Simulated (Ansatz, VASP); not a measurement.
Two plane-wave programs on AlCu

```
CELL_PARAMETERS angstrom
2.89566 0.00000 0.00000
0.00000 2.89566 0.00000
0.00000 0.00000 2.89566
ATOMIC_POSITIONS crystal
Al 0.00000 0.00000 0.00000
Cu 0.50000 0.50000 0.50000
```

Alike in both runs: task single point; functional PBEsol; k mesh 14 × 14 × 14; occupations gaussian, width 0.1 eV; no spin polarisation.

|  | VASP | Ansatz |
| --- | --- | --- |
| version | VASP 6.6.1 | Ansatz 0.2.0 |
| potentials or method | VASP PAW PBE potentials, release 64 (Al, Cu), cutoff 520 eV | scalar-relativistic, plane waves, PAW |
| valence electrons in the cell | 14 | 22 |

```csv
,VASP,Ansatz,Ansatz less VASP
gap on the k mesh at the Fermi level (eV),none,none,-
pressure (GPa),9.0,9.1,+0.13
```

VASP's potentials were made for PBE, not for PBEsol. A gap of «none» marks a metal or a gap that the smearing closes. VASP's potentials hold 14 valence electrons a cell and Ansatz's 22, so a difference there can come from the potentials and not from the codes.
